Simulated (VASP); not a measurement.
# Al: single point with PBE+D3(BJ)

The system is Al, a slab with vacuum.

```
Al
1.0
     5.72757    0.00000    0.00000
     4.29567    7.44032    0.00000
     0.00000    0.00000   16.67654
Al
19
Direct
  0.16667 0.11111 0.05996
  0.66667 0.11111 0.05996
  0.16667 0.44444 0.05996
  0.66667 0.44444 0.05996
  0.16667 0.77778 0.05996
  0.66668 0.77778 0.05996
  0.81054 0.23947 0.19363
  0.34034 0.21037 0.19209
  0.73193 0.60973 0.21867
  0.32302 0.53389 0.21163
  0.85333 0.87690 0.20444
  0.28699 0.91393 0.19550
  0.85249 0.05910 0.35094
  0.42278 0.00012 0.34715
  0.83732 0.35989 0.33738
  0.34020 0.35324 0.33558
  0.93524 0.68078 0.36004
  0.39276 0.69990 0.33508
  0.27382 0.88027 0.47155
```

```yaml
Program: VASP 6.6.1
Task: single point
Functional: PBE
Dispersion: D3(BJ)
Potentials_or_basis: VASP PAW PBE potentials, release 64 (Al)
Cutoff: 520 eV
k_mesh: 3 × 2 × 1
Occupations: fermi-dirac, width 0.1 eV
Spin: no spin polarisation
```

```
Largest force              : 1.551 eV/Å
Dispersion energy per atom : -0.228 eV
```

Forces in eV/Å, atoms in the order of the input:
```
Al  -0.052  0.112 -0.410
Al   0.015 -0.149 -0.165
Al  -0.042  0.020  0.273
Al  -0.019  0.297  0.064
Al  -0.008 -0.067  0.171
Al  -0.127  0.040  0.315
Al   0.195 -0.445  0.042
Al  -0.249  0.153  0.363
Al   0.923 -0.926 -0.835
Al  -0.512  0.633 -1.135
Al  -0.398  0.274  0.127
Al   0.163 -0.064  0.144
Al  -0.098 -0.736 -0.213
Al   0.373  0.679 -0.645
Al   0.641  0.586  0.469
Al   0.003 -0.559  0.925
Al  -0.357  0.397 -0.149
Al  -0.177 -0.232  0.510
Al  -0.272 -0.013  0.149
```

Levels at points of the mesh, in eV from the Fermi level:
```tsv
k point	band 25	band 26	band 27	band 28	band 29	band 30	band 31	band 32
(0.00, 0.00, 0.00)	-0.55	-0.40	-0.33	-0.18	-0.12	0.12	0.35	0.85
(0.00, 0.50, 0.00)	-1.14	-0.68	-0.45	-0.31	-0.21	-0.12	-0.10	0.81
```

Wall time 4 min on 1 thread of Intel(R) Xeon(R) Platinum 8488C (Sapphire Rapids), with other jobs on the host, peak memory 0.69 GiB.

Caveat: the k points lie up to 0.42 Å⁻¹ apart.
